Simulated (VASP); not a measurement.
GaSb: single point with HSE06

The system is GaSb.

```xyz
2
Lattice="0.0000 3.0659 3.0659 3.0659 0.0000 3.0659 3.0659 3.0659 0.0000" Properties=species:S:1:pos:R:3 pbc="T T T"
Ga    0.0000    0.0000    0.0000
Sb    1.5329    1.5329    1.5329
```

* Program: VASP 6.6.1
* Task: single point
* Functional: HSE06
* Potentials or basis: VASP PAW PBE potentials, release 64 (Ga_d, Sb)
* Cutoff: 520 eV
* k mesh: 6 × 6 × 6
* Occupations: fermi-dirac, width 0.02 eV
* Spin: no spin polarisation
* Dipole correction: no
* Grid for exact exchange (PRECFOCK): Normal
* Further INCAR settings: ALGO = Normal; EDIFF = 1e-06; NBANDS = 16
* Share of exact exchange: 0.25
* Screening parameter: 0.2079 1/Å

```yaml
Pressure: -0.3 GPa
Band_gap_on_the_k_mesh: 0.79 eV
```

Levels at points of the mesh, in eV from the valence-band top:
| k point | band 7 | band 8 | band 9 | band 10 | band 11 | band 12 |
| --- | --- | --- | --- | --- | --- | --- |
| (0.00, 0.00, 0.00) | 0.00 | 0.00 | 0.00 | 0.79 | 3.48 | 3.48 |
| (0.50, 0.00, 0.00) | -6.87 | -1.23 | -1.23 | 1.04 | 4.48 | 4.48 |
| (0.50, 0.50, 0.00) | -7.35 | -2.76 | -2.76 | 1.49 | 1.83 | 9.85 |

Wall time 120 min on 1 thread of Oxide Virtual Turin-like Processor, on a shared host, peak memory 0.29 GiB.

Caveat: the PAW data sets were made with another functional, which shifts forces and pressure a little; spin-orbit coupling is left out, which moves the levels of the heavy elements. A k mesh can miss the band edges.
